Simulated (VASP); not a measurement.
Write the native input for VASP 6.6.1 that does the following.

```
Task                   : single point
Functional             : PBE
Potentials or basis    : VASP PAW PBE potentials, release 64 (Ti_sv, O)
Cutoff                 : 520 eV
k mesh                 : 8 × 8 × 10
Occupations            : gaussian, width 0.05 eV
Spin                   : no spin polarisation
Dipole correction      : no
Further INCAR settings : ALGO = Normal; EDIFF = 1e-06; NBANDS = 33
```

The structure of TiO2 lies in POSCAR:

```
TiO2
1.0
    4.5922000000      0.0000000000      0.0000000000
    0.0000000000      4.5922000000      0.0000000000
    0.0000000000      0.0000000000      2.9574000000
Ti O
2 4
Direct
    0.0000000000      0.0000000000      0.0000000000
    0.5000000000      0.5000000000      0.5000000000
    0.3049600000      0.3049600000      0.0000000000
    0.1950400000      0.8049600000      0.5000000000
    0.6950400000      0.6950400000      0.0000000000
    0.8049600000      0.1950400000      0.5000000000
```

These files were run (other wordings do the same):

INCAR

```
SYSTEM = TiO2
PREC = Accurate
ENCUT = 520
EDIFF = 1E-6
ISMEAR = 0
SIGMA = 0.05
LREAL = .FALSE.
LASPH = .TRUE.
NELM = 100
ALGO = Normal
ISIF = 2
LWAVE = .FALSE.
LCHARG = .TRUE.
GGA = PE
LELF = .TRUE.
LVHAR = .TRUE.
NBANDS = 33
```

KPOINTS

```
regular mesh
0
G
  8 8 10
  0 0 0
```

Potentials or basis: VASP PAW PBE potentials, release 64 (Ti_sv, O).

Launch:

```console
$ cat potpaw_PBE.64/Ti_sv/POTCAR potpaw_PBE.64/O/POTCAR > POTCAR
$ mpirun -np 1 vasp_std > vasp.out
```

Results of the run:

```
Pressure               : 6.0 GPa
Largest force          : 0.126 eV/Å
Band gap on the k mesh : 1.87 eV
```

Caveat: the cell stands under pressure.

It took 2.5 min on 1 thread of AMD EPYC 7R43 64-Core Processor (Zen 3) (shared host), peak memory 0.24 GiB.
